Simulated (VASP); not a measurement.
Input of a VASP 6.6.1 run:

INCAR

```
SYSTEM = C
PREC     = Accurate       ! precision mode
ENCUT    = 600            ! plane-wave cutoff, eV
EDIFF    = 1E-6           ! SCF threshold, eV
ISMEAR   = 0              ! smearing method
SIGMA    = 0.02           ! smearing width, eV
LREAL    = .False.        ! projectors in reciprocal space
LASPH    = .True.         ! aspherical terms in the spheres
NELM     = 120            ! most SCF steps
ALGO     = Normal         ! electronic algorithm
ISIF     = 2              ! what is computed and relaxed
LWAVE    = .False.        ! write WAVECAR
LCHARG   = .True.         ! write CHGCAR
LELF     = .True.         ! ELF
LVHAR    = .True.       
NBANDS   = 11             ! bands
GGA_COMPAT= .False.
```

File KPOINTS:

```
regular mesh
0
Gamma
  12 12 12
  0 0 0
```

Contents of POSCAR:

```
C
1.0
    0.0000000000      1.7657234643      1.7657234643
    1.7657234643      0.0000000000      1.7657234643
    1.7657234643      1.7657234643      0.0000000000
C
2
Direct
    0.0000000000      0.0000000000      0.0000000000
    0.2500000000      0.2500000000      0.2500000000
```

Potentials or basis: VASP PAW LDA potentials, release 64 (C).

Launch:

```bash
$ cat potpaw_LDA.64/C/POTCAR > POTCAR
$ mpirun -np 1 vasp_std > vasp.out
```

Problem. What does it give for the band gap on the k mesh?

Solution. 4.20 eV, indirect (least direct gap 5.63 eV).

Problem. Predict the pressure.

Solution. 0.9 GPa.

A k mesh can miss the band edges.
